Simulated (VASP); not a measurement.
# MoRh (P-6m2) in VASP: further runs

Runs on MoRh. Level: LDA. Tasks: single point.

Program: VASP 6.6.1. These are calculated values, not measurements. Logs are shortened: lines on timing, memory, paths and dates and some standing lists are left out, and cuts for length are marked.

## Step 1: The cell of the first run

The structure is hexagonal, space group P-6m2 (No. 187). The conventional cell has a = 2.734 Å, b = 2.734 Å, c = 4.340 Å, α = 90.00°, β = 90.00°, γ = 120.00°. Mo (site symmetry -6m2) has 6 Rh at 2.68 Å and 6 Mo at 2.73 Å within 3.5 Å. Within 3.5 Å of Rh (site symmetry -6m2) lie 6 Mo at 2.68 Å and 6 Rh at 2.73 Å.

## Step 2: Single point, LDA

INCAR reads:

```
  ALGO = Normal
  EDIFF = 1E-6
  ENCUT = 500
  GGA_COMPAT = False
  ISIF = 2
  ISMEAR = -1
  LASPH = True
  LCHARG = False
  LREAL = False
  LWAVE = False
  NBANDS = 22
  NELM = 120
  PREC = Accurate
  SIGMA = 0.05
```

KPOINTS reads:

```
k-points
0
Gamma
  8 8 5
```

POSCAR reads:

```
MoRh
1.0
    2.7340318449      0.0000000000      0.0000000000
   -1.3670159225      2.3677410325      0.0000000000
    0.0000000000      0.0000000000      4.3399014532
Mo Rh
1 1
Direct
    0.0000000000      0.0000000000      0.5000000000
    0.3333333333      0.6666666667      0.0000000000
```

Potentials or basis: VASP PAW LDA potentials, release 64 (Mo_sv, Rh_pv).

Run with:

```sh
$ cat potpaw_LDA.64/Mo_sv/POTCAR potpaw_LDA.64/Rh_pv/POTCAR > POTCAR
$ mpirun -np 1 vasp_std > vasp.out
```

OUTCAR:

```text
EDIFF = 1E-6
   ENCUT = 500
   ISIF = 2
   ISMEAR = -1
   LASPH = True
   LREAL = False
   NELM = 120
   PREC = Accurate

 ion  position               nearest neighbor table
   1  0.000  0.000  0.500-   2 2.68   2 2.68   2 2.68   2 2.68   2 2.68   2 2.68
   2  0.333  0.667  0.000-   1 2.68   1 2.68   1 2.68   1 2.68   1 2.68   1 2.68

  LATTYP: Found a hexagonal cell.
 ALAT       =     2.7340318449
 C/A-ratio  =     1.5873631689

  Lattice vectors:

 A1 = (   2.7340318449,   0.0000000000,   0.0000000000)
 A2 = (  -1.3670159225,   2.3677410325,   0.0000000000)
 A3 = (   0.0000000000,   0.0000000000,   4.3399014532)

Analysis of symmetry for initial positions (statically):
=====================================================================
 Subroutine PRICEL returns:
 Original cell was already a primitive cell.

 Routine SETGRP: Setting up the symmetry group for a
 hexagonal supercell.

 Subroutine GETGRP returns: Found 12 space group operations
 (whereof 12 operations were pure point group operations)
 out of a pool of 24 trial point group operations.

The static configuration has the point symmetry D_3h.

Analysis of symmetry for dynamics (positions and initial velocities):
=====================================================================
 Subroutine PRICEL returns:
 Original cell was already a primitive cell.

 Routine SETGRP: Setting up the symmetry group for a
 hexagonal supercell.

 Subroutine GETGRP returns: Found 12 space group operations
 (whereof 12 operations were pure point group operations)
 out of a pool of 24 trial point group operations.

The dynamic configuration has the point symmetry D_3h.

 Subroutine INISYM returns: Found 12 space group operations
 (whereof 12 operations are pure point group operations),
 and found     1 'primitive' translations

----------------------------------------------------------------------------------------

                                     Primitive cell

  volume of cell :      28.0943

  direct lattice vectors                    reciprocal lattice vectors
     2.734031845  0.000000000  0.000000000     0.365760187  0.211171743  0.000000000
    -1.367015923  2.367741033  0.000000000     0.000000000  0.422343485  0.000000000
     0.000000000  0.000000000  4.339901453     0.000000000  0.000000000  0.230419979

  length of vectors
     2.734031845  2.734031845  4.339901453     0.422343485  0.422343485  0.230419979

  position of ions in fractional coordinates (direct lattice)
     0.000000000  0.000000000  0.500000000
     0.333333333  0.666666667  0.000000000

  ion indices of the primitive-cell ions
   primitive index   ion index
                 1           1
                 2           2

----------------------------------------------------------------------------------------

 KPOINTS: k-points

Automatic generation of k-mesh.
 Grid dimensions read from file:
 generate k-points for:    8    8    5

 Generating k-lattice:

  Cartesian coordinates                     Fractional coordinates (reciprocal lattice)
     0.045720023  0.026396468  0.000000000     0.125000000 -0.000000000  0.000000000
     0.000000000  0.052792936  0.000000000     0.000000000  0.125000000  0.000000000
     0.000000000  0.000000000  0.046083996     0.000000000  0.000000000  0.200000000

  Length of vectors
     0.052792936  0.052792936  0.046083996

  Shift w.r.t. Gamma in fractional coordinates (k-lattice)
     0.000000000  0.000000000  0.000000000

 Subroutine IBZKPT returns following result:
 ===========================================

 Found     30 irreducible k-points:

 Following reciprocal coordinates:
            Coordinates               Weight
  0.000000  0.000000  0.000000      1.000000
  0.125000  0.000000  0.000000      6.000000
  0.250000  0.000000  0.000000      6.000000
  0.375000 -0.000000  0.000000      6.000000
  0.500000  0.000000  0.000000      3.000000
  0.125000  0.125000  0.000000      6.000000
[... 16 lines left out ...]
  0.250000  0.000000  0.400000     12.000000
  0.375000 -0.000000  0.400000     12.000000
 [... further k-points ...]
   k-points           NKPTS =     30   k-points in BZ     NKDIM =     30   number of bands    NBANDS=     22
   number of dos      NEDOS =    301   number of ions     NIONS =      2
   total plane-waves  NPLWV =  12800
   dimension x,y,z NGX =    20 NGY =   20 NGZ =   32
   dimension x,y,z NGXF=    40 NGYF=   40 NGZF=   64
   ions per type =               1   1
   NGX,Y,Z   is equivalent  to a cutoff of  12.16, 12.16, 12.26 a.u.
   NGXF,Y,Z  is equivalent  to a cutoff of  24.32, 24.32, 24.52 a.u.
 SYSTEM =  unknown system
   PREC   = accura    normal or accurate (medium, high low for compatibility)
   ISTART =      0    job   : 0-new  1-cont  2-samecut
   ICHARG =      2    charge: 1-file 2-atom 10-const
   ISPIN  =      1    spin polarized calculation?
   LNONCOLLINEAR =      F non collinear calculations
   LSORBIT =      F    spin-orbit coupling
   LASPH  =      T    aspherical Exc in radial PAW
   ENCUT  =  500.0 eV  36.75 Ry    6.06 a.u.   4.98  4.98  7.91*2*pi/ulx,y,z
   NELM   =    120;   NELMIN=  2; NELMDL= -5     # of ELM steps
   EDIFF  = 0.1E-05   stopping-criterion for ELM
   LREAL  =      F    real-space projection
   EDIFFG = 0.1E-04   stopping-criterion for IOM
   NSW    =      0    number of steps for IOM
   IBRION =     -1    ionic relax: 0-MD 1-quasi-New 2-CG
   NFREE  =      0    steps in history (QN), initial steepest desc. (CG)
   ISIF   =      2    stress and relaxation
   ISYM   =      2    0-nonsym 1-usesym 2-fastsym
   POTIM  = 0.5000    time-step for ionic-motion
   TEBEG  =    0.0;   TEEND  =   0.0 temperature during run
   PSTRESS=    0.0 pullay stress
   NELECT =      29.0000    total number of electrons
   NUPDOWN=      -1.0000    fix difference up-down
   EMIN   =  10.00;   EMAX   =-10.00  energy-range for DOS
   EFERMI =   0.00;   METHOD = LEGACY
   ISMEAR =    -1;   SIGMA  =   0.05  broadening in eV -4-tet -1-fermi 0-gaus
   EFERMI_NEDOS =   21; number of points for ismear=-14 and -15
   IALGO  =     38    algorithm
   IMIX   =      4    mixing-type and parameters
     AMIX     =   0.40;   BMIX     =  1.00
     AMIX_MAG =   1.60;   BMIX_MAG =  1.00
  volume/ion in A,a.u.               =      14.05        94.79
  Fermi-wavevector in a.u.,A,eV,Ry     =   1.654506  3.126563 37.244443  2.737389
  Thomas-Fermi vector in A             =   2.742761
   LORBIT       =      0    0 simple, 1 ext, 2 COOP (PROOUT), +10 PAW based schemes
   GGA     = CA    functional components
   LHFCALC =     F    Hartree Fock is set to
   AEXX    =    0.0000 exact exchange contribution
   IVDW    =     0    specifies the selected vdW correction
   LEPSILON=     F    determine dielectric tensor
   LRPA    =     F    only Hartree local field effects (RPA)
 non-spin polarized calculation
  energy-cutoff  :      500.00
  volume of cell :       28.09
 maximum number of plane-waves:       727
 NGX is ok and might be reduce to    20
   NGX =  9   NGY =  9   NGZ = 15

 number of electron      29.0000013 magnetization

 Free energy of the ion-electron system (eV)
  ---------------------------------------------------
  ext. energy  EPLUGINS =         0.00000000
  ---------------------------------------------------
  free energy    TOTEN  =       -21.06158556 eV

  energy without entropy =      -21.04304367  energy(sigma->0) =      -21.05231461

 E-fermi :  12.6978     XC(G=0): -14.2129

 val. band max:       12.6738179848   @ k =   0.3750  -0.0000   0.0000
 cond. band min:      12.7346967885   @ k =   0.1250   0.0000   0.0000
 fundamental gap:      0.0608788037
 Fermi energy:        12.6977693956

 k-point     1 :       0.0000    0.0000    0.0000
  band No.  band energies     occupation
      1     -47.8943      2.00000
      2     -33.9024      2.00000
      3     -33.4184      2.00000
      4     -33.4184      2.00000
      5     -22.2200      2.00000
      6     -21.3897      2.00000
[... 14 lines left out ...]
     21      26.7707      0.00000
     22      29.4780      0.00000

 k-point     2 :       0.1250    0.0000    0.0000
  band No.  band energies     occupation
      1     -47.8615      2.00000
      2     -33.8900      2.00000
      3     -33.4909      2.00000
      4     -33.4359      2.00000
      5     -22.1956      2.00000
      6     -21.6034      2.00000
[... 14 lines left out ...]
     21      27.9166      0.00000
     22      30.0982      0.00000

 k-point     3 :       0.2500    0.0000    0.0000
  band No.  band energies     occupation
      1     -47.7815      2.00000
      2     -33.8599      2.00000
      3     -33.6637      2.00000
      4     -33.4780      2.00000
      5     -22.1361      2.00000
      6     -22.1011      2.00000
[... 14 lines left out ...]
     21      26.9754      0.00000
     22      28.8935      0.00000

 k-point     4 :       0.3750   -0.0000    0.0000
  band No.  band energies     occupation
      1     -47.7003      2.00000
      2     -33.8333      2.00000
      3     -33.8297      2.00000
      4     -33.5198      2.00000
      5     -22.5760      2.00000
      6     -22.0756      2.00000
[... 14 lines left out ...]
     21      23.6671      0.00000
     22      26.8800      0.00000

 k-point     5 :       0.5000    0.0000    0.0000
  band No.  band energies     occupation
      1     -47.6663      2.00000
      2     -33.9027      2.00000
      3     -33.8172      2.00000
      4     -33.5370      2.00000
      5     -22.7668      2.00000
      6     -22.0502      2.00000
[... 417 lines left out ...]
 k-point    22 :       0.1250    0.0000    0.4000
  band No.  band energies     occupation
      1     -47.8641      2.00000
      2     -33.8694      2.00000
      3     -33.4918      2.00000
      4     -33.4356      2.00000
      5     -22.2462      2.00000
      6     -21.6014      2.00000
[... 14 lines left out ...]
     21      27.4665      0.00000
     22      29.5282      0.00000

 k-point    23 :       0.2500    0.0000    0.4000
  band No.  band energies     occupation
      1     -47.7829      2.00000
      2     -33.8489      2.00000
      3     -33.6670      2.00000
      4     -33.4775      2.00000
      5     -22.1613      2.00000
      6     -22.0914      2.00000
[... 14 lines left out ...]
     21      28.3603      0.00000
     22      29.1603      0.00000

 k-point    24 :       0.3750   -0.0000    0.4000
  band No.  band energies     occupation
      1     -47.7005      2.00000
      2     -33.8395      2.00000
      3     -33.8280      2.00000
      4     -33.5191      2.00000
      5     -22.5610      2.00000
      6     -22.0745      2.00000
[... 14 lines left out ...]
     21      26.6862      0.00000
     22      28.2980      0.00000

 [... further k-points ...]
[... 5 lines left out ...]
  --------------------------------------------------------------------------------------
  -------------------------------------------------------------------------------------
  Total        0.2829237      0.2829237      0.0665029     -0.0000000     -0.0000000     -0.0000000
  in kB       16.1347523     16.1347523      3.7925694     -0.0000000     -0.0000000     -0.0000000
  external PRESSURE =      12.0206913 kB  Pullay stress =       0.0000000 kB

 VOLUME and BASIS-vectors are now :
 -----------------------------------------------------------------------------
  energy-cutoff  :      500.00
  volume of cell :       28.09
      direct lattice vectors                 reciprocal lattice vectors
     2.734031845  0.000000000  0.000000000     0.365760187  0.211171743  0.000000000
    -1.367015923  2.367741033  0.000000000     0.000000000  0.422343485  0.000000000
     0.000000000  0.000000000  4.339901453     0.000000000  0.000000000  0.230419979

 POSITION                                       TOTAL-FORCE (eV/Angst)
 -----------------------------------------------------------------------------------
      0.00000      0.00000      2.16995         0.000000     -0.000000      0.000000
     -0.00000      1.57849      0.00000         0.000000      0.000000      0.000000
 -----------------------------------------------------------------------------------
    total drift:                               -0.000000      0.000000     -0.000000

  FREE ENERGIE OF THE ION-ELECTRON SYSTEM (eV)
  ---------------------------------------------------
  free  energy   TOTEN  =       -21.0615855605 eV

  energy  without entropy=      -21.0430436666  energy(sigma->0) =      -21.05231461
```

It took 11 s on 1 thread of Intel Xeon Platinum 8259CL at 2.50GHz (Skylake/Cascade Lake), shared host; peak memory 0.14 GiB.

What came out:

| Property | Result |
| --- | --- |
| Free energy | -21.0616 eV |
| Pressure | 1.2 GPa |
| Band gap on the k mesh | zero (an odd number of electrons rules out a gap without spin polarisation) |

Stress tensor (GPa, compression positive):
```
1.61 0.00 0.00
0.00 1.61 0.00
0.00 0.00 0.38
```

[end of part 1 of 2]

The gap in the log of VASP goes by the Fermi energy; the results here count the filled bands.